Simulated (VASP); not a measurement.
**C: single point with LDA**

Crystal: C.

```xyz
6
Lattice="0.0000 2.4449 0.0000 -2.1173 1.2224 0.0116 0.0623 0.0000 10.4887" Properties=species:S:1:pos:R:3 pbc="T T T"
C     0.0099    1.2224    1.6655
C    -0.6561    2.4449    8.3285
C    -1.3817    1.2224    5.0028
C    -2.0875    2.4449    5.0056
C    -0.6958    2.4449    1.6683
C    -1.3619    1.2224    8.3313
```

This cell differs from its parent crystal: the distance across one plane changed.

```json
{
 "Program": "VASP 6.6.1",
 "Task": "single point",
 "Functional": "LDA",
 "Potentials or basis": "VASP PAW LDA potentials, release 64 (C)",
 "Cutoff": "520 eV",
 "k mesh": "12 × 12 × 3",
 "Occupations": "gaussian, width 0.05 eV",
 "Spin": "no spin polarisation"
}
```

* Pressure: 0.6 GPa
* Largest force: 0.024 eV/Å

Forces on the atoms (eV/Å):
```
C    0.000  0.000 -0.017
C    0.000  0.000  0.024
C    0.000  0.000  0.013
C    0.000  0.000 -0.013
C    0.000  0.000 -0.024
C    0.000  0.000  0.017
```

Stress tensor (GPa, compression positive):
```
 1.37  0.00 -0.01
 0.00  1.37  0.00
-0.01  0.00 -0.82
```

Run time: 2.3 min on 1 thread of Intel Xeon 8259CL, on a shared host, peak memory 0.21 GiB.

Caveat: the cell differs from its parent crystal (the distance across one plane changed).
